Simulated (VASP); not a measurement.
# HfN (Immm) in VASP: a series of runs

HfN is run at these levels: PBEsol; tasks: single point.

Program: VASP 6.6.1. These are calculated values, not measurements. Logs are shortened: lines on timing, memory, paths and dates and some standing lists are left out, and cuts for length are marked.

## 1. The cell of the first run

The structure is orthorhombic, space group Immm (No. 71). The conventional cell has a = 3.159 Å, b = 3.231 Å, c = 4.518 Å, α = 90.00°, β = 90.00°, γ = 90.00°. Hf (site symmetry mmm) has 6 N at 2.26 Å within 3.0 Å. N (site symmetry mmm) has 6 Hf at 2.26 Å within 3.0 Å.

## 2. Single point, PBEsol (strain +0.0225 x Voigt [0, 0, 0, 1, 0, 0])

The input, INCAR:

```
SYSTEM = HfN
PREC = Accurate
ENCUT = 520
EDIFF = 1E-7
ISMEAR = 0
SIGMA = 0.15
LREAL = .False.
LASPH = .True.
NELM = 100
ALGO = Normal
ISIF = 2
LWAVE = .False.
LCHARG = .True.
GGA = PS
LELF = .True.
LVHAR = .True.
NBANDS = 14
```

The input, KPOINTS:

```
regular mesh
0
Gamma
  18 18 18
  0 0 0
```

The input, POSCAR:

```
HfN
1.0
    0.0000000000      2.2844137500      2.2844137500
    2.2590000000      0.0254137500      2.2590000000
    2.2590000000      2.2590000000      0.0254137500
Hf N
1 1
Direct
    0.0000000000      0.0000000000      0.0000000000
    0.5000000000      0.5000000000      0.5000000000
```

Potentials or basis: VASP PAW PBE potentials, release 64 (Hf_pv, N).

Started as:

```bash
cat potpaw_PBE.64/Hf_pv/POTCAR potpaw_PBE.64/N/POTCAR > POTCAR
mpirun -np 1 vasp_std > vasp.out
```

OUTCAR:

```text
SYSTEM = HfN
   PREC = Accurate
   ENCUT = 520
   EDIFF = 1E-7
   ISMEAR = 0
   LREAL = .False.
   LASPH = .True.
   NELM = 100
   ISIF = 2
   GGA = PS

 ion  position               nearest neighbor table
   1  0.000  0.000  0.000-   2 2.26   2 2.26   2 2.26   2 2.26   2 2.26   2 2.26
   2  0.500  0.500  0.500-   1 2.26   1 2.26   1 2.26   1 2.26   1 2.26   1 2.26

  LATTYP: Found a body centered orthorhombic cell.
 ALAT       =     3.1587679675
 B/A-ratio  =     1.0227560051
 C/A-ratio  =     1.4303044879

  Lattice vectors:

 A1 = (  -2.2590000000,   2.2590000000,   0.0254137500)
 A2 = (  -2.2590000000,  -2.2590000000,  -0.0254137500)
 A3 = (   2.2590000000,   0.0254137500,   2.2590000000)

Analysis of symmetry for initial positions (statically):
=====================================================================
 Subroutine PRICEL returns:
 Original cell was already a primitive cell.

 Routine SETGRP: Setting up the symmetry group for a
 body centered orthorhombic supercell.

 Subroutine GETGRP returns: Found  8 space group operations
 (whereof  8 operations were pure point group operations)
 out of a pool of  8 trial point group operations.

The static configuration has the point symmetry D_2h.

Analysis of symmetry for dynamics (positions and initial velocities):
=====================================================================
 Subroutine PRICEL returns:
 Original cell was already a primitive cell.

 Routine SETGRP: Setting up the symmetry group for a
 body centered orthorhombic supercell.

 Subroutine GETGRP returns: Found  8 space group operations
 (whereof  8 operations were pure point group operations)
 out of a pool of  8 trial point group operations.

The dynamic configuration has the point symmetry D_2h.

 Subroutine INISYM returns: Found  8 space group operations
 (whereof  8 operations are pure point group operations),
 and found     1 'primitive' translations

----------------------------------------------------------------------------------------

                                     Primitive cell

  volume of cell :      23.0528

  direct lattice vectors                    reciprocal lattice vectors
     0.000000000  2.284413750  2.284413750    -0.221336875  0.218874536  0.218874536
     2.259000000  0.025413750  2.259000000     0.221336875 -0.223855246  0.223855246
     2.259000000  2.259000000  0.025413750     0.221336875  0.223855246 -0.223855246

  length of vectors
     3.230648907  3.194809518  3.194809518     0.380528760  0.386280150  0.386280150

  position of ions in fractional coordinates (direct lattice)
     0.000000000  0.000000000  0.000000000
     0.500000000  0.500000000  0.500000000

  ion indices of the primitive-cell ions
   primitive index   ion index
                 1           1
                 2           2

----------------------------------------------------------------------------------------

 KPOINTS: regular mesh

Automatic generation of k-mesh.
 Grid dimensions read from file:
 generate k-points for:   18   18   18

 Generating k-lattice:

  Cartesian coordinates                     Fractional coordinates (reciprocal lattice)
    -0.012296493  0.012159696  0.012159696     0.055555556  0.000000000  0.000000000
     0.012296493 -0.012436403  0.012436403     0.000000000  0.055555556 -0.000000000
     0.012296493  0.012436403 -0.012436403     0.000000000 -0.000000000  0.055555556

  Length of vectors
     0.021140487  0.021460008  0.021460008

  Shift w.r.t. Gamma in fractional coordinates (k-lattice)
     0.000000000  0.000000000  0.000000000

 Subroutine IBZKPT returns following result:
 ===========================================

 Found    865 irreducible k-points:

 Following reciprocal coordinates:
            Coordinates               Weight
  0.000000  0.000000  0.000000      1.000000
  0.055556  0.000000  0.000000      4.000000
  0.111111  0.000000  0.000000      4.000000
  0.166667  0.000000 -0.000000      4.000000
  0.222222  0.000000  0.000000      4.000000
  0.277778  0.000000  0.000000      4.000000
[... 16 lines left out ...]
 -0.333333  0.055556 -0.000000      8.000000
 -0.277778  0.055556 -0.000000      8.000000
 [... further k-points ...]
   k-points           NKPTS =    865   k-points in BZ     NKDIM =    865   number of bands    NBANDS=     14
   number of dos      NEDOS =    301   number of ions     NIONS =      2
   total plane-waves  NPLWV =  13824
   dimension x,y,z NGX =    24 NGY =   24 NGZ =   24
   dimension x,y,z NGXF=    48 NGYF=   48 NGZF=   48
   ions per type =               1   1
   NGX,Y,Z   is equivalent  to a cutoff of  12.35, 12.49, 12.49 a.u.
   NGXF,Y,Z  is equivalent  to a cutoff of  24.70, 24.98, 24.98 a.u.
 SYSTEM =  HfN
   PREC   = accura    normal or accurate (medium, high low for compatibility)
   ISTART =      0    job   : 0-new  1-cont  2-samecut
   ICHARG =      2    charge: 1-file 2-atom 10-const
   ISPIN  =      1    spin polarized calculation?
   LNONCOLLINEAR =      F non collinear calculations
   LSORBIT =      F    spin-orbit coupling
   LASPH  =      T    aspherical Exc in radial PAW
   ENCUT  =  520.0 eV  38.22 Ry    6.18 a.u.   6.01  5.94  5.94*2*pi/ulx,y,z
   NELM   =    100;   NELMIN=  2; NELMDL= -5     # of ELM steps
   EDIFF  = 0.1E-06   stopping-criterion for ELM
   LREAL  =      F    real-space projection
   EDIFFG = 0.1E-05   stopping-criterion for IOM
   NSW    =      0    number of steps for IOM
   IBRION =     -1    ionic relax: 0-MD 1-quasi-New 2-CG
   NFREE  =      0    steps in history (QN), initial steepest desc. (CG)
   ISIF   =      2    stress and relaxation
   ISYM   =      2    0-nonsym 1-usesym 2-fastsym
   POTIM  = 0.5000    time-step for ionic-motion
   TEBEG  =    0.0;   TEEND  =   0.0 temperature during run
   PSTRESS=    0.0 pullay stress
   NELECT =      15.0000    total number of electrons
   NUPDOWN=      -1.0000    fix difference up-down
   EMIN   =  10.00;   EMAX   =-10.00  energy-range for DOS
   EFERMI =   0.00;   METHOD = LEGACY
   ISMEAR =     0;   SIGMA  =   0.15  broadening in eV -4-tet -1-fermi 0-gaus
   EFERMI_NEDOS =   21; number of points for ismear=-14 and -15
   IALGO  =     38    algorithm
   IMIX   =      4    mixing-type and parameters
     AMIX     =   0.40;   BMIX     =  1.00
     AMIX_MAG =   1.60;   BMIX_MAG =  1.00
  volume/ion in A,a.u.               =      11.53        77.78
  Fermi-wavevector in a.u.,A,eV,Ry     =   1.418613  2.680790 27.381229  2.012464
  Thomas-Fermi vector in A             =   2.539720
   LORBIT       =      0    0 simple, 1 ext, 2 COOP (PROOUT), +10 PAW based schemes
   GGA     = PS    functional components
   LHFCALC =     F    Hartree Fock is set to
   AEXX    =    0.0000 exact exchange contribution
   IVDW    =     0    specifies the selected vdW correction
   LEPSILON=     F    determine dielectric tensor
   LRPA    =     F    only Hartree local field effects (RPA)
 non-spin polarized calculation
 Gauss-broadening in eV      SIGMA  =   0.15
  energy-cutoff  :      520.00
  volume of cell :       23.05
 maximum number of plane-waves:       632
   NGX = 13   NGY = 11   NGZ = 11

 number of electron      15.0000000 magnetization

 Free energy of the ion-electron system (eV)
  ---------------------------------------------------
  ext. energy  EPLUGINS =         0.00000000
  ---------------------------------------------------
  free energy    TOTEN  =       -22.98488000 eV

  energy without entropy =      -22.97764902  energy(sigma->0) =      -22.98126451

 E-fermi :   8.1838     XC(G=0): -12.8947

 val. band max:        8.1814292089   @ k =  -0.2778   0.1667   0.1667
 cond. band min:       8.1846547664   @ k =   0.0000  -0.1111   0.0556
 fundamental gap:      0.0032255575
 Fermi energy:         8.1837871176

 k-point     1 :       0.0000    0.0000    0.0000
  band No.  band energies     occupation
      1     -22.8748      2.00000
      2     -22.8620      2.00000
      3     -22.8461      2.00000
      4      -9.2389      2.00000
      5       5.1583      2.00000
      6       5.2146      2.00000
      7       5.2797      2.00000
      8       7.6535      2.00000
      9       7.8046      1.99965
     10       8.0080      1.90258
     11      10.0288      0.00000
     12      10.1503      0.00000
     13      10.1509      0.00000
     14      17.7433      0.00000

 k-point     2 :       0.0556    0.0000    0.0000
  band No.  band energies     occupation
      1     -22.9031      2.00000
      2     -22.8677      2.00000
      3     -22.8488      2.00000
      4      -9.1669      2.00000
      5       4.8329      2.00000
      6       5.0046      2.00000
      7       5.0935      2.00000
      8       7.7729      1.99989
      9       7.9234      1.98590
     10       8.1138      1.49079
     11      10.2506      0.00000
     12      10.3908      0.00000
     13      10.3917      0.00000
     14      17.9765      0.00000

 k-point     3 :       0.1111    0.0000    0.0000
  band No.  band energies     occupation
      1     -22.9926      2.00000
      2     -22.8750      2.00000
      3     -22.8567      2.00000
      4      -8.9578      2.00000
      5       4.0540      2.00000
      6       4.5363      2.00000
      7       4.6427      2.00000
      8       8.0166      1.88493
      9       8.1937      0.92583
     10       8.3964      0.04497
     11      10.8413      0.00000
     12      11.0361      0.00000
     13      11.0367      0.00000
     14      18.6374      0.00000

 k-point     4 :       0.1667    0.0000   -0.0000
  band No.  band energies     occupation
      1     -23.1273      2.00000
      2     -22.8851      2.00000
      3     -22.8686      2.00000
      4      -8.6319      2.00000
      5       3.1225      2.00000
      6       3.9755      2.00000
      7       4.0966      2.00000
      8       8.2746      0.39186
      9       8.5937      0.00011
     10       8.8177      0.00000
     11      11.6298      0.00000
     12      11.9317      0.00000
     13      11.9382      0.00000
     14      19.6052      0.00000

 k-point     5 :       0.2222    0.0000    0.0000
  band No.  band energies     occupation
      1     -23.2874      2.00000
      2     -22.8974      2.00000
      3     -22.8832      2.00000
      4      -8.2197      2.00000
      5       2.1763      2.00000
      6       3.4255      2.00000
      7       3.5587      2.00000
      8       8.5802      0.00019
      9       9.1224      0.00000
     10       9.3588      0.00000
     11      12.4491      0.00000
[... 276 lines left out ...]
 k-point    22 :      -0.3889    0.0556    0.0000
  band No.  band energies     occupation
      1     -23.7423      2.00000
      2     -22.9589      2.00000
      3     -22.9294      2.00000
      4      -6.7916      2.00000
      5      -0.2555      2.00000
      6       2.1591      2.00000
      7       2.4164      2.00000
      8      10.2374      0.00000
      9      11.0741      0.00000
     10      11.8304      0.00000
     11      13.4837      0.00000
     12      15.8592      0.00000
     13      16.6323      0.00000
     14      20.0476      0.00000

 k-point    23 :      -0.3333    0.0556   -0.0000
  band No.  band energies     occupation
      1     -23.6401      2.00000
      2     -22.9521      2.00000
      3     -22.9158      2.00000
      4      -7.1519      2.00000
      5       0.2801      2.00000
      6       2.3696      2.00000
      7       2.6987      2.00000
      8       9.5778      0.00000
      9      10.4087      0.00000
     10      11.4059      0.00000
     11      13.4712      0.00000
     12      15.0083      0.00000
     13      15.8963      0.00000
     14      20.3057      0.00000

 k-point    24 :      -0.2778    0.0556   -0.0000
  band No.  band energies     occupation
      1     -23.5033      2.00000
      2     -22.9406      2.00000
      3     -22.9009      2.00000
      4      -7.5858      2.00000
      5       0.9799      2.00000
      6       2.6879      2.00000
      7       3.0817      2.00000
      8       9.0347      0.00000
      9       9.7244      0.00000
     10      10.7637      0.00000
     11      12.9613      0.00000
     12      14.2146      0.00000
     13      14.9591      0.00000
     14      20.4205      0.00000

 [... further k-points ...]
[... 5 lines left out ...]
  --------------------------------------------------------------------------------------
  -------------------------------------------------------------------------------------
  Total       -0.7456166     -0.7338067     -0.7338067      0.0000000     -0.3968958      0.0000000
  in kB      -51.8205995    -50.9998044    -50.9998044      0.0000000    -27.5843916      0.0000000
  external PRESSURE =     -51.2734027 kB  Pullay stress =       0.0000000 kB

 VOLUME and BASIS-vectors are now :
 -----------------------------------------------------------------------------
  energy-cutoff  :      520.00
  volume of cell :       23.05
      direct lattice vectors                 reciprocal lattice vectors
     0.000000000  2.284413750  2.284413750    -0.221336875  0.218874536  0.218874536
     2.259000000  0.025413750  2.259000000     0.221336875 -0.223855246  0.223855246
     2.259000000  2.259000000  0.025413750     0.221336875  0.223855246 -0.223855246

 POSITION                                       TOTAL-FORCE (eV/Angst)
 -----------------------------------------------------------------------------------
      0.00000      0.00000      0.00000         0.000000     -0.000000      0.000000
      2.25900      2.28441      2.28441         0.000000      0.000000     -0.000000
 -----------------------------------------------------------------------------------
    total drift:                                0.000000     -0.000000     -0.000000

  FREE ENERGIE OF THE ION-ELECTRON SYSTEM (eV)
  ---------------------------------------------------
  free  energy   TOTEN  =       -22.9848800005 eV

  energy  without entropy=      -22.9776490162  energy(sigma->0) =      -22.98126451
```

Run time: 71 s. Hardware: 1 thread of Intel Xeon 6975P-C (Granite Rapids), shared host; peak memory 0.38 GiB.

Results:

```yaml
Free_energy: -22.9849 eV
Pressure: -5.1 GPa
```

Levels at points of the mesh, in eV from the Fermi level:
```csv
k point,band 6,band 7,band 8,band 9,band 10,band 11
"(0.00, 0.00, 0.00)",-2.97,-2.90,-0.53,-0.38,-0.18,1.85
"(0.50, 0.00, 0.00)",-6.17,-6.01,3.15,3.64,3.80,4.46
"(0.00, 0.50, 0.00)",-6.30,-6.14,3.28,3.66,4.00,4.39
"(0.50, 0.50, 0.00)",-3.83,-3.64,-3.64,4.09,5.46,5.56
"(0.00, 0.50, 0.50)",-3.83,-3.72,-3.55,4.11,5.56,5.57
```

Caveat: the cell differs from its parent crystal (strain +0.0225 x Voigt [0, 0, 0, 1, 0, 0]); the PAW data sets were made with another functional, which shifts forces and pressure a little; spin-orbit coupling is left out, which moves the levels of the heavy elements.

## 3. Single point, PBEsol (strain +0.0075 x Voigt [0, 0, 0, 1, 0, 0])

The input, INCAR:

```
ALGO = Normal ; EDIFF = 1E-7
ENCUT = 520 ; GGA = PS
ISIF = 2 ; ISMEAR = 0
LASPH = True ; LCHARG = False
LREAL = False ; LWAVE = False
NBANDS = 14 ; NELM = 60
PREC = Accurate ; SIGMA = 0.15
```

The input, KPOINTS:

```
k-points
0
Gamma
  18 18 18
```

The input, POSCAR:

```
HfN
1.0
    0.0000000000      2.2674712500      2.2674712500
    2.2590000000      0.0084712500      2.2590000000
    2.2590000000      2.2590000000      0.0084712500
Hf N
1 1
Direct
    0.0000000000      0.0000000000      0.0000000000
    0.5000000000      0.5000000000      0.5000000000
```

Potentials or basis: VASP PAW PBE potentials, release 64 (Hf_pv, N).

Started as:

```bash
cat potpaw_PBE.64/Hf_pv/POTCAR potpaw_PBE.64/N/POTCAR > POTCAR
mpirun -np 1 vasp_std > vasp.out
```

OUTCAR:

```text
EDIFF = 1E-7
   ENCUT = 520
   GGA = PS
   ISIF = 2
   ISMEAR = 0
   LASPH = True
   LREAL = False
   NELM = 60
   PREC = Accurate

 ion  position               nearest neighbor table
   1  0.000  0.000  0.000-   2 2.26   2 2.26   2 2.26   2 2.26   2 2.26   2 2.26
   2  0.500  0.500  0.500-   1 2.26   1 2.26   1 2.26   1 2.26   1 2.26   1 2.26

  LATTYP: Found a body centered orthorhombic cell.
 ALAT       =     3.1827282808
 B/A-ratio  =     1.0075282309
 C/A-ratio  =     1.4195368255

[... 598 lines left out ...]

  FORCE on cell =-STRESS in cart. coord.  units (eV):
  Direction    XX          YY          ZZ          XY          YZ          ZX
  --------------------------------------------------------------------------------------
  -------------------------------------------------------------------------------------
  Total       -0.7444092     -0.7429729     -0.7429729      0.0000000     -0.1312591      0.0000000
  in kB      -51.7308621    -51.6310540    -51.6310540      0.0000000     -9.1215210      0.0000000
  external PRESSURE =     -51.6643234 kB  Pullay stress =       0.0000000 kB

 VOLUME and BASIS-vectors are now :
 -----------------------------------------------------------------------------
  energy-cutoff  :      520.00
  volume of cell :       23.06
      direct lattice vectors                 reciprocal lattice vectors
     0.000000000  2.267471250  2.267471250    -0.221336875  0.220509962  0.220509962
     2.259000000  0.008471250  2.259000000     0.221336875 -0.222170012  0.222170012
     2.259000000  2.259000000  0.008471250     0.221336875  0.222170012 -0.222170012

 POSITION                                       TOTAL-FORCE (eV/Angst)
 -----------------------------------------------------------------------------------
      0.00000      0.00000      0.00000         0.000000     -0.000000      0.000000
      2.25900      2.26747      2.26747         0.000000      0.000000     -0.000000
 -----------------------------------------------------------------------------------
    total drift:                                0.000000     -0.000000     -0.000000

  FREE ENERGIE OF THE ION-ELECTRON SYSTEM (eV)
  ---------------------------------------------------
  free  energy   TOTEN  =       -22.9887501650 eV

  energy  without entropy=      -22.9814723479  energy(sigma->0) =      -22.98511126
```

stdout:

```text
POSCAR found type information on POSCAR HfN
 POSCAR found :  2 types and       2 ions
 scaLAPACK will be used
 -----------------------------------------------------------------------------
|                                                                             |
|                                                                             |
|     You enforced a specific xc type in the INCAR file but a different       |
|     I HOPE YOU KNOW WHAT YOU ARE DOING!                                     |
|                                                                             |
 -----------------------------------------------------------------------------

 LDA part: xc-table for (Slater+PW92), standard interpolation
 POSCAR, INCAR and KPOINTS ok, starting setup
 FFT: planning ... GRIDC
 FFT: planning ... GRID_SOFT
 FFT: planning ... GRID
 WAVECAR not read
 entering main loop
```

Wall time 66 s (1 thread of Intel Xeon 6975P-C (Granite Rapids), shared host); peak memory 0.38 GiB.

Results:

```yaml
Free_energy: -22.9888 eV
Pressure: -5.2 GPa
```

Caveat: the cell differs from its parent crystal (strain +0.0075 x Voigt [0, 0, 0, 1, 0, 0]); the PAW data sets were made with another functional, which shifts forces and pressure a little; spin-orbit coupling is left out, which moves the levels of the heavy elements.
